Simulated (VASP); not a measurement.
# Bi (Im-3m) in VASP: a series of runs, part 3 of 3

VASP 6.6.1. Earlier steps stand in the parts before.

## (5) Relaxation of cell and atoms, revPBE

This run uses another cell than the first one, of 31.85 Å³/atom, 0.948 times its volume.

INCAR

```
PREC     = Accurate       # precision mode
ENCUT    = 600            # plane-wave cutoff, eV
EDIFF    = 1E-6           # SCF threshold, eV
ISMEAR   = -1             # smearing method
SIGMA    = 0.1            # smearing width, eV
LREAL    = F              # projectors in reciprocal space
LASPH    = T              # aspherical terms in the spheres
NELM     = 100            # most SCF steps
ALGO     = Normal         # electronic algorithm
ISIF     = 3              # what is computed and relaxed
LWAVE    = F              # write WAVECAR
LCHARG   = F              # write CHGCAR
GGA      = RE             # functional
IBRION   = 2              # ionic algorithm
NSW      = 80             # ionic steps
EDIFFG   = -0.01          # ionic threshold
```

KPOINTS

```
Automatic mesh
0
Gamma
  11 11 11
```

POSCAR

```
Bi
1.0
   -1.9968533131      1.9968533131      1.9968533131
    1.9968533131     -1.9968533131      1.9968533131
    1.9968533131      1.9968533131     -1.9968533131
Bi
1
Direct
    0.0000000000      0.0000000000      0.0000000000
```

Started as:

```console
$ cat potpaw_PBE.64/Bi_d/POTCAR > POTCAR
$ mpirun -np 1 vasp_std > vasp.out
```

It took 45 s on 1 thread of AMD EPYC 7R13 (Zen 3), shared host; peak memory 0.14 GiB.

It converged, with:

```
Free energy                            : -3.4334 eV
Relaxed volume                         : 32.29 Å³/atom
Relaxed cell                           : a = 3.474 Å, b = 3.474 Å, c = 3.474 Å, α = 109.47°, β = 109.47°, γ = 109.47°
Space group after relaxing (to 0.05 Å) : Im-3m (No. 229)
Energy gained by relaxing              : 1.0 meV/atom
Ionic steps                            : 3
Pressure after relaxing                : 0.0 GPa
```

The path:
```tsv
step	energy change (eV)	largest force (eV/Å)	pressure (GPa)	volume (Å³)
1	0.0000	0.0000	0.78	31.85
2	-0.0007	0.0000	-0.38	32.57
3	-0.0010	0.0000	0.04	32.29
```

Final structure:
```yaml
crystal:
  lattice:
    - [-2.00594, 2.00594, 2.00594]
    - [2.00594, -2.00594, 2.00594]
    - [2.00594, 2.00594, -2.00594]
  atoms:
    - { symbol: Bi, position: [0.00000, 0.00000, 0.00000] }
```

Levels at points of the mesh, in eV from the Fermi level:
```csv
k point,band 4,band 5,band 6,band 7,band 8,band 9,band 10,band 11
"(0.00, 0.00, 0.00)",-22.93,-22.93,-13.25,4.89,4.89,4.89,8.66,10.46
```

Caveat: the PAW data sets were made with another functional, which shifts forces and pressure a little; spin-orbit coupling is left out, which moves the levels of the heavy elements.

## (6) Single point, revPBE

This run uses another cell than the first one, of 32.31 Å³/atom, 0.962 times its volume.

INCAR

```
SYSTEM = Bi
ALGO = Normal
EDIFF = 1E-6
ENCUT = 520
GGA = RE
ISIF = 2
ISMEAR = -1
LASPH = .True.
LCHARG = .False.
LREAL = .False.
LWAVE = .False.
NBANDS = 14
NELM = 80
PREC = Accurate
SIGMA = 0.1
```

KPOINTS

```
k-points
0
Gamma
  18 18 18
  0 0 0
```

POSCAR

```
Bi
1.0
   -2.0064713984      2.0064713984      2.0064713984
    2.0064713984     -2.0064713984      2.0064713984
    2.0064713984      2.0064713984     -2.0064713984
Bi
1
Direct
    0.0000000000      0.0000000000      0.0000000000
```

Potentials or basis: VASP PAW PBE potentials, release 64 (Bi_d).

Started as:

```console
$ cat potpaw_PBE.64/Bi_d/POTCAR > POTCAR
$ mpirun -np 1 vasp_std > vasp.out
```

OUTCAR:

```text
SYSTEM = Bi
   EDIFF = 1E-6
   ENCUT = 520
   GGA = RE
   ISIF = 2
   ISMEAR = -1
   LASPH = .True.
   LREAL = .False.
   NELM = 80
   PREC = Accurate

 ion  position               nearest neighbor table
   1  0.000  0.000  0.000-

  LATTYP: Found a body centered cubic cell.
 ALAT       =     4.0129427968

  Lattice vectors:

 A1 = (  -2.0064713984,   2.0064713984,   2.0064713984)
 A2 = (   2.0064713984,  -2.0064713984,   2.0064713984)
 A3 = (   2.0064713984,   2.0064713984,  -2.0064713984)

Analysis of symmetry for initial positions (statically):
=====================================================================
 Subroutine PRICEL returns:
 Original cell was already a primitive cell.

 Routine SETGRP: Setting up the symmetry group for a
 body centered cubic supercell.

 Subroutine GETGRP returns: Found 48 space group operations
[... 9 lines left out ...]

 Routine SETGRP: Setting up the symmetry group for a
 body centered cubic supercell.

 Subroutine GETGRP returns: Found 48 space group operations
[... 11 lines left out ...]
                                     Primitive cell

  volume of cell :      32.3116

  direct lattice vectors                    reciprocal lattice vectors
    -2.006471398  2.006471398  2.006471398     0.000000000  0.249193684  0.249193684
     2.006471398 -2.006471398  2.006471398     0.249193684  0.000000000  0.249193684
     2.006471398  2.006471398 -2.006471398     0.249193684  0.249193684  0.000000000

  length of vectors
     3.475310406  3.475310406  3.475310406     0.352413088  0.352413088  0.352413088

  position of ions in fractional coordinates (direct lattice)
     0.000000000  0.000000000  0.000000000

  ion indices of the primitive-cell ions
   primitive index   ion index
                 1           1

----------------------------------------------------------------------------------------

 KPOINTS: k-points

Automatic generation of k-mesh.
 Grid dimensions read from file:
 generate k-points for:   18   18   18

 Generating k-lattice:

  Cartesian coordinates                     Fractional coordinates (reciprocal lattice)
     0.000000000  0.013844094  0.013844094     0.055555556  0.000000000  0.000000000
     0.013844094  0.000000000  0.013844094     0.000000000  0.055555556  0.000000000
     0.013844094  0.013844094  0.000000000     0.000000000  0.000000000  0.055555556

  Length of vectors
     0.019578505  0.019578505  0.019578505

  Shift w.r.t. Gamma in fractional coordinates (k-lattice)
     0.000000000  0.000000000  0.000000000

 Subroutine IBZKPT returns following result:
 ===========================================

 Found    195 irreducible k-points:

 Following reciprocal coordinates:
            Coordinates               Weight
  0.000000  0.000000  0.000000      1.000000
  0.055556  0.000000  0.000000     12.000000
  0.111111  0.000000  0.000000     12.000000
  0.166667  0.000000  0.000000     12.000000
  0.222222  0.000000  0.000000     12.000000
  0.277778  0.000000  0.000000     12.000000
[... 16 lines left out ...]
  0.333333  0.111111  0.000000     48.000000
  0.388889  0.111111  0.000000     48.000000
 [... further k-points ...]
   k-points           NKPTS =    195   k-points in BZ     NKDIM =    195   number of bands    NBANDS=     14
   number of dos      NEDOS =    301   number of ions     NIONS =      1
   total plane-waves  NPLWV =  21952
   dimension x,y,z NGX =    28 NGY =   28 NGZ =   28
   dimension x,y,z NGXF=    56 NGYF=   56 NGZF=   56
   ions per type =               1
   NGX,Y,Z   is equivalent  to a cutoff of  13.39, 13.39, 13.39 a.u.
   NGXF,Y,Z  is equivalent  to a cutoff of  26.79, 26.79, 26.79 a.u.
 SYSTEM =  Bi
   PREC   = accura    normal or accurate (medium, high low for compatibility)
   ISTART =      0    job   : 0-new  1-cont  2-samecut
   ICHARG =      2    charge: 1-file 2-atom 10-const
   ISPIN  =      1    spin polarized calculation?
   LNONCOLLINEAR =      F non collinear calculations
   LSORBIT =      F    spin-orbit coupling
   LASPH  =      T    aspherical Exc in radial PAW
   ENCUT  =  520.0 eV  38.22 Ry    6.18 a.u.   6.46  6.46  6.46*2*pi/ulx,y,z
   NELM   =     80;   NELMIN=  2; NELMDL= -5     # of ELM steps
   EDIFF  = 0.1E-05   stopping-criterion for ELM
   LREAL  =      F    real-space projection
   EDIFFG = 0.1E-04   stopping-criterion for IOM
   NSW    =      0    number of steps for IOM
   IBRION =     -1    ionic relax: 0-MD 1-quasi-New 2-CG
   NFREE  =      0    steps in history (QN), initial steepest desc. (CG)
   ISIF   =      2    stress and relaxation
   ISYM   =      2    0-nonsym 1-usesym 2-fastsym
   POTIM  = 0.5000    time-step for ionic-motion
   TEBEG  =    0.0;   TEEND  =   0.0 temperature during run
   PSTRESS=    0.0 pullay stress
   NELECT =      15.0000    total number of electrons
   NUPDOWN=      -1.0000    fix difference up-down
   EMIN   =  10.00;   EMAX   =-10.00  energy-range for DOS
   EFERMI =   0.00;   METHOD = LEGACY
   ISMEAR =    -1;   SIGMA  =   0.10  broadening in eV -4-tet -1-fermi 0-gaus
   EFERMI_NEDOS =   21; number of points for ismear=-14 and -15
   IALGO  =     38    algorithm
   IMIX   =      4    mixing-type and parameters
     AMIX     =   0.40;   BMIX     =  1.00
     AMIX_MAG =   1.60;   BMIX_MAG =  1.00
  volume/ion in A,a.u.               =      32.31       218.05
  Fermi-wavevector in a.u.,A,eV,Ry     =   1.267610  2.395435 21.862315  1.606835
  Thomas-Fermi vector in A             =   2.400749
   LORBIT       =      0    0 simple, 1 ext, 2 COOP (PROOUT), +10 PAW based schemes
   GGA     = RE    functional components
   LHFCALC =     F    Hartree Fock is set to
   AEXX    =    0.0000 exact exchange contribution
   IVDW    =     0    specifies the selected vdW correction
   LEPSILON=     F    determine dielectric tensor
   LRPA    =     F    only Hartree local field effects (RPA)
 non-spin polarized calculation
  energy-cutoff  :      520.00
  volume of cell :       32.31
 maximum number of plane-waves:       911
 NGX is ok and might be reduce to    28
   NGX = 13   NGY = 13   NGZ = 13

 number of electron      15.0000004 magnetization

 Free energy of the ion-electron system (eV)
  ---------------------------------------------------
  ext. energy  EPLUGINS =         0.00000000
  ---------------------------------------------------
  free energy    TOTEN  =        -3.43487371 eV

  energy without entropy =       -3.41064889  energy(sigma->0) =       -3.42276130

 E-fermi :   7.5366     XC(G=0): -10.0561

 val. band max:        7.5188464838   @ k =  -0.3333   0.3889   0.2778
 cond. band min:       7.5390634595   @ k =  -0.3889   0.3889   0.2778
 fundamental gap:      0.0202169757
 Fermi energy:         7.5366099501

 k-point     1 :       0.0000    0.0000    0.0000
  band No.  band energies     occupation
      1     -15.5232      2.00000
      2     -15.5232      2.00000
      3     -15.5232      2.00000
      4     -15.4110      2.00000
      5     -15.4110      2.00000
      6      -5.7239      2.00000
      7      12.4081      0.00000
      8      12.4081      0.00000
      9      12.4081      0.00000
     10      16.1788      0.00000
     11      17.9794      0.00000
     12      17.9794      0.00000
     13      17.9794      0.00000
     14      18.9698      0.00000

 k-point     2 :       0.0556    0.0000    0.0000
  band No.  band energies     occupation
      1     -15.5242      2.00000
      2     -15.5213      2.00000
      3     -15.5178      2.00000
      4     -15.4122      2.00000
      5     -15.4112      2.00000
      6      -5.6702      2.00000
      7      11.7812      0.00000
      8      12.2397      0.00000
      9      12.3620      0.00000
     10      16.6079      0.00000
     11      17.3785      0.00000
     12      17.5874      0.00000
     13      17.8691      0.00000
     14      19.2123      0.00000
[... 343 lines left out ...]
      1     -15.5441      2.00000
      2     -15.4925      2.00000
      3     -15.4237      2.00000
      4     -15.4191      2.00000
      5     -15.3639      2.00000
      6      -3.3285      2.00000
      7       3.8355      2.00000
      8       8.3061      0.00091
      9      10.4673      0.00000
     10      14.4385      0.00000
     11      16.4574      0.00000
     12      18.2639      0.00000
     13      20.9779      0.00000
     14      23.8581      0.00000

 k-point    24 :       0.3889    0.1111    0.0000
  band No.  band energies     occupation
      1     -15.5467      2.00000
      2     -15.4930      2.00000
      3     -15.4214      2.00000
      4     -15.4184      2.00000
      5     -15.3506      2.00000
      6      -2.9425      2.00000
      7       3.1367      2.00000
      8       8.0744      0.00919
      9      10.3373      0.00000
     10      14.2880      0.00000
     11      16.3890      0.00000
     12      18.7958      0.00000
     13      20.6063      0.00000
     14      24.1080      0.00000

 [... further k-points ...]
[... 5 lines left out ...]
  --------------------------------------------------------------------------------------
  -------------------------------------------------------------------------------------
  Total       -0.0181421     -0.0181421     -0.0181421     -0.0000000     -0.0000000      0.0000000
  in kB       -0.8995807     -0.8995807     -0.8995807     -0.0000000     -0.0000000      0.0000000
  external PRESSURE =      -0.8995807 kB  Pullay stress =       0.0000000 kB

 VOLUME and BASIS-vectors are now :
 -----------------------------------------------------------------------------
  energy-cutoff  :      520.00
  volume of cell :       32.31
      direct lattice vectors                 reciprocal lattice vectors
    -2.006471398  2.006471398  2.006471398     0.000000000  0.249193684  0.249193684
     2.006471398 -2.006471398  2.006471398     0.249193684  0.000000000  0.249193684
     2.006471398  2.006471398 -2.006471398     0.249193684  0.249193684  0.000000000

 POSITION                                       TOTAL-FORCE (eV/Angst)
 -----------------------------------------------------------------------------------
      0.00000      0.00000      0.00000        -0.000000      0.000000      0.000000
 -----------------------------------------------------------------------------------
    total drift:                                0.000000     -0.000000      0.000000

  FREE ENERGIE OF THE ION-ELECTRON SYSTEM (eV)
  ---------------------------------------------------
  free  energy   TOTEN  =        -3.4348737054 eV

  energy  without entropy=       -3.4106488930  energy(sigma->0) =       -3.42276130
```

It took 65 s on 1 thread of AMD EPYC 7R13 (Zen 3), shared host; peak memory 0.18 GiB.

What came out:

```
Free energy : -3.4349 eV
Pressure    : -0.1 GPa
```

Levels at points of the mesh, in eV from the Fermi level:
```csv
k point,band 3,band 4,band 5,band 6,band 7,band 8,band 9,band 10,band 11,band 12
"(0.00, 0.00, 0.00)",-23.06,-22.95,-22.95,-13.26,4.87,4.87,4.87,8.64,10.44,10.44
"(0.50, 0.00, 0.00)",-22.95,-22.95,-22.87,-10.42,-4.86,1.51,3.36,5.82,7.45,12.17
"(0.50, 0.50, 0.50)",-22.89,-22.89,-22.89,-8.47,-1.72,-1.72,-1.72,3.55,3.55,15.22
```

Caveat: the PAW data sets were made with another functional, which shifts forces and pressure a little; spin-orbit coupling is left out, which moves the levels of the heavy elements.

## (7) Summary

```csv
task,cell,k mesh,cutoff (eV),gap on the mesh (eV),pressure (GPa)
single point,"a = 3.521 Å, angles 109.5°, 1 atom",12 × 12 × 12,520,none,-2.0
single point,"a = 3.566 Å, angles 109.5°, 1 atom",12 × 12 × 12,520,none,-3.3
single point,"a = 3.609 Å, angles 109.5°, 1 atom",12 × 12 × 12,520,none,-4.4
relaxation of cell and atoms,"relaxed from a = 3.459 Å, angles 109.5°, 1 atom",11 × 11 × 11,600,none,0.0
single point,"a = 3.475 Å, angles 109.5°, 1 atom",18 × 18 × 18,520,none,-0.1
```

Alike in all rows: level revPBE; potentials or basis VASP PAW PBE potentials, release 64 (Bi_d); no spin polarisation; smearing fermi-dirac 0.1 eV.

Caveats: the PAW data sets were made with another functional, which shifts forces and pressure a little; spin-orbit coupling is left out, which moves the levels of the heavy elements.

Absolute energies hang on the potentials; compare differences alone.
